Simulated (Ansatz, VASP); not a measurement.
# Al2Pt: VASP beside Ansatz

INCAR

```
SYSTEM = Al2Pt
PREC = Accurate
ENCUT = 600
EDIFF = 1E-6
ISMEAR = -1
SIGMA = 0.05
LREAL = .FALSE.
LASPH = .TRUE.
NELM = 100
ALGO = Normal
ISIF = 3
LWAVE = .FALSE.
LCHARG = .FALSE.
GGA = PS
IBRION = 2
NSW = 60
EDIFFG = -0.01
```

Contents of KPOINTS:

```
Automatic mesh
0
G
  8 8 8
  0 0 0
```

Contents of POSCAR:

```
Al2Pt
1.0
    0.0000000000      2.9550000000      2.9550000000
    2.9550000000      0.0000000000      2.9550000000
    2.9550000000      2.9550000000      0.0000000000
Pt Al
1 2
Direct
    0.0000000000      0.0000000000      0.0000000000
    0.7500000000      0.7500000000      0.7500000000
    0.2500000000      0.2500000000      0.2500000000
```

Contents of input.yaml:

```yaml
crystal:
  lattice:
    - [0.0, 2.955, 2.955]
    - [2.955, 0.0, 2.955]
    - [2.955, 2.955, 0.0]
  atoms:
    - { symbol: Pt, position: [0.0, 0.0, 0.0] }
    - { symbol: Al, position: [0.75, 0.75, 0.75] }
    - { symbol: Al, position: [0.25, 0.25, 0.25] }
hamiltonian:
  xc: pbesol
  pseudopotentials: { kind: paw }
kpoints:
  mp_grid: { grid: [8, 8, 8] }
scf:
  occupations: { method: fermi_dirac, width: 0.05 }
output:
  forces: true
  stress: true
  eigenvalues: true
relax:
  f_tol: 0.01
  max_steps: 40
  cell: { stress_tol: 0.05 }
```

Alike in both runs: task relaxation of cell and atoms; functional PBEsol; k mesh 8 × 8 × 8; occupations fermi-dirac, width 0.05 eV; no spin polarisation.

```csv
,VASP,Ansatz
version,VASP 6.6.1,Ansatz 0.2.0
potentials or method,"VASP PAW PBE potentials, release 64 (Pt, Al)",Ansatz PAW
plane-wave cutoff (eV),600,420
valence electrons in the cell,16,24
```

```csv
,VASP,Ansatz,Ansatz less VASP
"gap on the k mesh at the Fermi level, each at its own relaxed structure (eV)",none,none,-
relaxed volume (Å³/atom),17.08,17.09,+0.006
relaxed cell length with the largest relative difference (Å),4.169,4.170,+0.0005
```

VASP's potentials were made for PBE, not for PBEsol. A gap of «none» marks a metal or a gap that the smearing closes. VASP's potentials hold 16 valence electrons a cell and Ansatz's 24, so a difference there can come from the potentials and not from the codes.

Neither program's run includes spin-orbit coupling. Noted on Ansatz's run: the plane-wave basis is chosen anew once the cell has moved, so the energies of steps on either side of that aren't comparable.
